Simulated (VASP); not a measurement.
# InSb3 (P4mm) in VASP: single point with PBE+D3(BJ)

Aim: the single point of InSb3 with PBE+D3(BJ).

Program: VASP 6.6.1. These are calculated values, not measurements. Logs are shortened: lines on timing, memory, paths and dates and some standing lists are left out, and cuts for length are marked.

**1. The cell of the first run**

Symmetry: P4mm, No. 99, tetragonal system. The conventional cell has a = 4.733 Å, b = 4.733 Å, c = 4.733 Å, α = 90.00°, β = 90.00°, γ = 90.00°. In (site symmetry 4mm) has 12 Sb at 3.27 to 3.42 Å within 4.3 Å. Sb (site symmetry 2mm) has 8 Sb at 3.19 to 3.51 Å and 4 In at 3.27 to 3.42 Å within 4.2 Å. Within 4.2 Å of Sb (site symmetry 4mm) lie 8 Sb at 3.19 to 3.51 Å and 4 In at 3.36 Å.

**2. Single point, PBE+D3(BJ) (atoms displaced along a vibrational mode)**

INCAR

```
PREC = Accurate ; ENCUT = 500
EDIFF = 1E-6 ; ISMEAR = 0
SIGMA = 0.15 ; LREAL = F
LASPH = T ; NELM = 120
ALGO = Normal ; ISIF = 2
LWAVE = F ; LCHARG = F
GGA = PE ; IVDW = 12
NBANDS = 38 ; GGA_COMPAT = F
```

KPOINTS

```
Automatic mesh
0
Gamma
  8 6 6
```

POSCAR

```
InSb3
1.0
   -4.7334824492      0.0000000000      0.0000000000
    0.0000000000      4.7334824492      4.7334824492
    0.0000000000      4.7334824492     -4.7334824492
In Sb
2 6
Direct
    1.0291283277      0.0000000000      0.0000000000
    1.0291283277      0.5000000000      0.5000000000
    0.5065472457      0.7500000000      0.2500000000
    0.5065472457      0.2500000000      0.7500000000
    0.9594378976      0.5000000000      0.0000000000
    0.9594378976      0.0000000000      0.5000000000
    0.5065472457      0.7500000000      0.7500000000
    0.5065472457      0.2500000000      0.2500000000
```

Potentials or basis: VASP PAW PBE potentials, release 64 (In_d, Sb).

Launch:

```sh
$ cat potpaw_PBE.64/In_d/POTCAR potpaw_PBE.64/Sb/POTCAR > POTCAR
$ mpirun -np 1 vasp_std > vasp.out
```

OUTCAR:

```text
PREC = Accurate
   ENCUT = 500
   EDIFF = 1E-6
   ISMEAR = 0
   LREAL = F
   LASPH = T
   NELM = 120
   ISIF = 2
   GGA = PE
   IVDW = 12
 IVDW          = 12

 ion  position               nearest neighbor table
   1  0.029  0.000  0.000-   3 3.27   4 3.27   7 3.27   8 3.27   5 3.36   6 3.36   6 3.36   5 3.36
                             3 3.42   4 3.42   7 3.42   8 3.42
   2  0.029  0.500  0.500-   3 3.27   4 3.27   7 3.27   8 3.27   5 3.36   6 3.36   5 3.36   6 3.36
                             3 3.42   4 3.42   7 3.42   8 3.42
   3  0.507  0.750  0.250-   5 3.19   6 3.19   1 3.27   2 3.27   7 3.35   8 3.35   7 3.35   8 3.35
                             1 3.42   2 3.42   5 3.51   6 3.51
   4  0.507  0.250  0.750-   5 3.19   6 3.19   1 3.27   2 3.27   7 3.35   8 3.35   8 3.35   7 3.35
                             1 3.42   2 3.42   5 3.51   6 3.51
   5  0.959  0.500  0.000-   3 3.19   4 3.19   7 3.19   8 3.19   1 3.36   2 3.36   2 3.36   1 3.36
                             3 3.51   4 3.51   7 3.51   8 3.51
   6  0.959  0.000  0.500-   3 3.19   4 3.19   7 3.19   8 3.19   1 3.36   2 3.36   1 3.36   2 3.36
                             3 3.51   4 3.51   7 3.51   8 3.51
   7  0.507  0.750  0.750-   5 3.19   6 3.19   1 3.27   2 3.27   3 3.35   4 3.35   3 3.35   4 3.35
                             1 3.42   2 3.42   5 3.51   6 3.51
   8  0.507  0.250  0.250-   5 3.19   6 3.19   1 3.27   2 3.27   3 3.35   4 3.35   4 3.35   3 3.35
                             1 3.42   2 3.42   5 3.51   6 3.51

  LATTYP: Found a simple tetragonal cell.
 ALAT       =     6.6941550769
 C/A-ratio  =     0.7071067812

  Lattice vectors:

 A1 = (   0.0000000000,   4.7334824492,   4.7334824492)
 A2 = (   0.0000000000,   4.7334824492,  -4.7334824492)
 A3 = (  -4.7334824492,   0.0000000000,   0.0000000000)

Analysis of symmetry for initial positions (statically):
=====================================================================
 Subroutine PRICEL returns following result:

  LATTYP: Found a simple cubic cell.
 ALAT       =     4.7334824492

  Lattice vectors:

 A1 = (  -4.7334824492,   0.0000000000,   0.0000000000)
 A2 = (   0.0000000000,   0.0000000000,   4.7334824492)
 A3 = (   0.0000000000,   4.7334824492,   0.0000000000)

   2 primitive cells build up your supercell.

 Routine SETGRP: Setting up the symmetry group for a
 simple tetragonal supercell.

 Subroutine GETGRP returns: Found  8 space group operations
 (whereof  8 operations were pure point group operations)
 out of a pool of 16 trial point group operations.

The static configuration has the point symmetry C_4v.

Analysis of symmetry for dynamics (positions and initial velocities):
=====================================================================
 Subroutine PRICEL returns following result:

  LATTYP: Found a simple cubic cell.
 ALAT       =     4.7334824492

  Lattice vectors:

 A1 = (  -4.7334824492,   0.0000000000,   0.0000000000)
 A2 = (   0.0000000000,   0.0000000000,   4.7334824492)
 A3 = (   0.0000000000,   4.7334824492,   0.0000000000)

   2 primitive cells build up your supercell.

 Routine SETGRP: Setting up the symmetry group for a
 simple tetragonal supercell.

 Subroutine GETGRP returns: Found  8 space group operations
 (whereof  8 operations were pure point group operations)
 out of a pool of 16 trial point group operations.

The dynamic configuration has the point symmetry C_4v.

 Subroutine INISYM returns: Found  8 space group operations
 (whereof  8 operations are pure point group operations),
 and found     2 'primitive' translations

----------------------------------------------------------------------------------------

                                     Primitive cell

  volume of cell :     106.0577

  direct lattice vectors                    reciprocal lattice vectors
    -4.733482449  0.000000000  0.000000000    -0.211260950  0.000000000  0.000000000
     0.000000000  0.000000000  4.733482449     0.000000000  0.000000000  0.211260950
     0.000000000  4.733482449  0.000000000     0.000000000  0.211260950  0.000000000

  length of vectors
     4.733482449  4.733482449  4.733482449     0.211260950  0.211260950  0.211260950

  position of ions in fractional coordinates (direct lattice)
     0.029128328  0.000000000  0.000000000
     0.506547246  0.500000000  0.000000000
     0.959437898  0.500000000  0.500000000
     0.506547246  0.000000000  0.500000000

  ion indices of the primitive-cell ions
   primitive index   ion index
                 1           1
                 2           3
                 3           5
                 4           7

----------------------------------------------------------------------------------------

 KPOINTS: Automatic mesh

Automatic generation of k-mesh.
 Grid dimensions read from file:
 generate k-points for:    8    6    6

 Generating k-lattice:

  Cartesian coordinates                     Fractional coordinates (reciprocal lattice)
    -0.026407619  0.000000000  0.000000000     0.125000000  0.000000000  0.000000000
     0.000000000  0.017605079  0.017605079     0.000000000  0.166666667  0.000000000
     0.000000000  0.017605079 -0.017605079     0.000000000  0.000000000  0.166666667

  Length of vectors
     0.026407619  0.024897342  0.024897342

  Shift w.r.t. Gamma in fractional coordinates (k-lattice)
     0.000000000  0.000000000  0.000000000

 Subroutine IBZKPT returns following result:
 ===========================================

 Found     50 irreducible k-points:

 Following reciprocal coordinates:
            Coordinates               Weight
  0.000000  0.000000  0.000000      1.000000
  0.125000  0.000000  0.000000      2.000000
  0.250000  0.000000  0.000000      2.000000
  0.375000  0.000000  0.000000      2.000000
  0.500000  0.000000  0.000000      1.000000
  0.000000  0.166667  0.000000      4.000000
[... 16 lines left out ...]
  0.250000  0.166667  0.166667      8.000000
  0.375000  0.166667  0.166667      8.000000
 [... further k-points ...]
   k-points           NKPTS =     50   k-points in BZ     NKDIM =     50   number of bands    NBANDS=     38
   number of dos      NEDOS =    301   number of ions     NIONS =      8
   total plane-waves  NPLWV =  90000
   dimension x,y,z NGX =    36 NGY =   50 NGZ =   50
   dimension x,y,z NGXF=    72 NGYF=  100 NGZF=  100
   ions per type =               2   6
   NGX,Y,Z   is equivalent  to a cutoff of  12.64, 12.42, 12.42 a.u.
   NGXF,Y,Z  is equivalent  to a cutoff of  25.29, 24.83, 24.83 a.u.
 SYSTEM =  unknown system
   PREC   = accura    normal or accurate (medium, high low for compatibility)
   ISTART =      0    job   : 0-new  1-cont  2-samecut
   ICHARG =      2    charge: 1-file 2-atom 10-const
   ISPIN  =      1    spin polarized calculation?
   LNONCOLLINEAR =      F non collinear calculations
   LSORBIT =      F    spin-orbit coupling
   LASPH  =      T    aspherical Exc in radial PAW
   ENCUT  =  500.0 eV  36.75 Ry    6.06 a.u.   8.63 12.20 12.20*2*pi/ulx,y,z
   NELM   =    120;   NELMIN=  2; NELMDL= -5     # of ELM steps
   EDIFF  = 0.1E-05   stopping-criterion for ELM
   LREAL  =      F    real-space projection
   EDIFFG = 0.1E-04   stopping-criterion for IOM
   NSW    =      0    number of steps for IOM
   IBRION =     -1    ionic relax: 0-MD 1-quasi-New 2-CG
   NFREE  =      0    steps in history (QN), initial steepest desc. (CG)
   ISIF   =      2    stress and relaxation
   ISYM   =      2    0-nonsym 1-usesym 2-fastsym
   POTIM  = 0.5000    time-step for ionic-motion
   TEBEG  =    0.0;   TEEND  =   0.0 temperature during run
   PSTRESS=    0.0 pullay stress
   NELECT =      56.0000    total number of electrons
   NUPDOWN=      -1.0000    fix difference up-down
   EMIN   =  10.00;   EMAX   =-10.00  energy-range for DOS
   EFERMI =   0.00;   METHOD = LEGACY
   ISMEAR =     0;   SIGMA  =   0.15  broadening in eV -4-tet -1-fermi 0-gaus
   EFERMI_NEDOS =   21; number of points for ismear=-14 and -15
   IALGO  =     38    algorithm
   IMIX   =      4    mixing-type and parameters
     AMIX     =   0.40;   BMIX     =  1.00
     AMIX_MAG =   1.60;   BMIX_MAG =  1.00
  volume/ion in A,a.u.               =      26.51       178.93
  Fermi-wavevector in a.u.,A,eV,Ry     =   1.050219  1.984627 15.006695  1.102961
  Thomas-Fermi vector in A             =   2.185214
   LORBIT       =      0    0 simple, 1 ext, 2 COOP (PROOUT), +10 PAW based schemes
   GGA     = PE    functional components
   LHFCALC =     F    Hartree Fock is set to
   AEXX    =    0.0000 exact exchange contribution
   IVDW    =    12    specifies the selected vdW correction
   LEPSILON=     F    determine dielectric tensor
   LRPA    =     F    only Hartree local field effects (RPA)
 non-spin polarized calculation
 Gauss-broadening in eV      SIGMA  =   0.15
  energy-cutoff  :      500.00
  volume of cell :      212.12
 maximum number of plane-waves:      5460
 NGX is ok and might be reduce to    36
   NGX = 17   NGY = 25   NGZ = 25

 number of electron      56.0000014 magnetization

 Free energy of the ion-electron system (eV)
  ---------------------------------------------------
  ext. energy  EPLUGINS =         0.00000000
  ---------------------------------------------------
  free energy    TOTEN  =       -28.43790770 eV

  energy without entropy =      -28.40357127  energy(sigma->0) =      -28.42073949

 E-fermi :   8.4123     XC(G=0): -10.2575

 val. band max:        8.3718871329   @ k =   0.0000   0.3333   0.0000
 cond. band min:       8.4137915664   @ k =   0.0000   0.3333   0.1667
 fundamental gap:      0.0419044336
 Fermi energy:         8.4123378159

 k-point     1 :       0.0000    0.0000    0.0000
  band No.  band energies     occupation
      1      -6.1788      2.00000
      2      -6.1565      2.00000
      3      -6.1550      2.00000
      4      -6.1506      2.00000
      5      -6.1506      2.00000
      6      -6.1394      2.00000
[... 30 lines left out ...]
     37      12.0961      0.00000
     38      13.1141      0.00000
[... 941 lines left out ...]
     37      11.9165      0.00000
     38      12.0218      0.00000

 [... further k-points ...]

------------------------ aborting loop because EDIFF is reached ----------------------------------------

 Edisp (eV)   -3.82334

 E8    (eV) :    -1.7948

  FORCE on cell =-STRESS in cart. coord.  units (eV):
  Direction    XX          YY          ZZ          XY          YZ          ZX
  --------------------------------------------------------------------------------------
  -------------------------------------------------------------------------------------
  Total       0.25139     0.69610     0.69610     0.00000     0.00000     0.00000
  in kB       1.89883     5.25784     5.25784     0.00000     0.00000     0.00000
  external pressure =        4.14 kB  Pullay stress =        0.00 kB

 VOLUME and BASIS-vectors are now :
 -----------------------------------------------------------------------------
  energy-cutoff  :      500.00
  volume of cell :      212.12
      direct lattice vectors                 reciprocal lattice vectors
    -4.733482449  0.000000000  0.000000000    -0.211260950  0.000000000  0.000000000
     0.000000000  4.733482449  4.733482449     0.000000000  0.105630475  0.105630475
     0.000000000  4.733482449 -4.733482449     0.000000000  0.105630475 -0.105630475

 POSITION                                       TOTAL-FORCE (eV/Angst)
 -----------------------------------------------------------------------------------
     -0.13788      0.00000      0.00000        -0.007625      0.000000      0.000000
     -0.13788      4.73348      0.00000        -0.007625      0.000000      0.000000
     -2.39773      4.73348      2.36674         0.026704     -0.000000     -0.000000
     -2.39773      4.73348     -2.36674         0.026704     -0.000000     -0.000000
     -4.54148      2.36674      2.36674        -0.045783     -0.000000     -0.000000
     -4.54148      2.36674     -2.36674        -0.045783     -0.000000     -0.000000
     -2.39773      7.10022      0.00000         0.026704     -0.000000     -0.000000
     -2.39773      2.36674      0.00000         0.026704     -0.000000     -0.000000
 -----------------------------------------------------------------------------------
    total drift:                               -0.000516      0.000002     -0.000002

  FREE ENERGIE OF THE ION-ELECTRON SYSTEM (eV)
  ---------------------------------------------------
  free  energy   TOTEN  =       -32.2612461670 eV

  energy  without entropy=      -32.2269097308  energy(sigma->0) =      -32.24407795
```

Run time: 6 min. Hardware: 1 thread of Oxide Virtual Turin-like, shared host; peak memory 0.45 GiB.

Results:

```
Free energy                : -32.2612 eV
Pressure                   : 0.4 GPa
Largest force              : 0.046 eV/Å
Band gap on the k mesh     : zero (bands 28 and 29 overlap by 1.79 eV)
Dispersion energy per atom : -0.478 eV
```

Forces on the atoms (eV/Å):
```
In  -0.008  0.000  0.000
In  -0.008  0.000  0.000
Sb   0.027  0.000  0.000
Sb   0.027  0.000  0.000
Sb  -0.046  0.000  0.000
Sb  -0.046  0.000  0.000
Sb   0.027  0.000  0.000
Sb   0.027  0.000  0.000
```

Levels at points of the mesh, in eV from the Fermi level:
| k point | band 25 | band 26 | band 27 | band 28 | band 29 | band 30 | band 31 | band 32 |
| --- | --- | --- | --- | --- | --- | --- | --- | --- |
| (0.00, 0.00, 0.00) | -1.23 | -1.07 | -1.07 | -0.39 | 0.45 | 0.47 | 0.47 | 1.00 |
| (0.50, 0.00, 0.00) | -2.10 | -2.10 | -1.19 | -0.99 | 2.16 | 2.25 | 2.25 | 2.75 |
| (0.00, 0.50, 0.00) | -1.30 | -1.30 | -0.57 | -0.57 | 0.46 | 0.46 | 0.58 | 0.58 |
| (0.50, 0.50, 0.00) | -1.24 | -1.24 | -0.27 | -0.27 | 1.08 | 1.08 | 1.91 | 1.91 |
| (0.00, 0.50, 0.50) | -2.24 | -2.24 | -1.02 | -1.02 | -1.00 | -1.00 | 2.25 | 2.25 |
| (0.50, 0.50, 0.50) | -1.58 | -1.58 | -1.20 | -1.20 | -0.72 | -0.72 | -0.38 | -0.38 |

Caveat: the cell differs from its parent crystal (atoms displaced along a vibrational mode); spin-orbit coupling is left out, which moves the levels of the heavy elements.

The gap in the log of VASP goes by the Fermi energy; the results here count the filled bands.